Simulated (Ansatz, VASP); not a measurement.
## MnH4: VASP beside Ansatz

```
Mn H
1.0
     3.41083    0.00000    0.00000
     0.00000    3.41083    0.00000
     0.00000    0.00000    3.41083
Mn H
1 4
Direct
  0.50000 0.50000 0.50000
  0.00000 0.00000 0.00000
  0.50000 0.50000 0.00000
  0.50000 0.00000 0.50000
  0.00000 0.50000 0.50000
```

Change from the starting cell: species swapped into the Ni4N type (Pm-3m, No. 221).

Alike in both runs: task relaxation of cell and atoms; functional PBE; k mesh 12 × 12 × 12; occupations gaussian, width 0.1 eV; collinear spin.

|  | VASP | Ansatz |
| --- | --- | --- |
| version | VASP 6.6.1 | Ansatz 0.2.0 |
| potentials or method | VASP PAW PBE potentials, release 64 (Mn_pv, H), cutoff 600 eV | scalar-relativistic, plane waves, PAW |
| valence electrons in the cell | 17 | 19 |

Ansatz gave:

- gap on the k mesh at the Fermi level, each at its own relaxed structure (eV): none
- net moment per atom (μB): 0.58
- size of the moment on the site where the two differ most (μB): 2.81
- relaxed volume (Å³/atom): 7.88
- relaxed length of the cell vector where the two differ most in proportion (Å): 3.403

Q: What did VASP give for the same quantities?

A: gap on the k mesh at the Fermi level, each at its own relaxed structure (eV): none; net moment per atom (μB): 0.58; size of the moment on the site where the two differ most (μB): 3.57; relaxed volume (Å³/atom): 7.90; relaxed length of the cell vector where the two differ most in proportion (Å): 3.406.

Site moments also hang on the region over which each program counts them. A gap of «none» marks a metal or a gap that the smearing closes. VASP's potentials hold 17 valence electrons a cell and Ansatz's 19, so a difference there can come from the potentials and not from the codes.
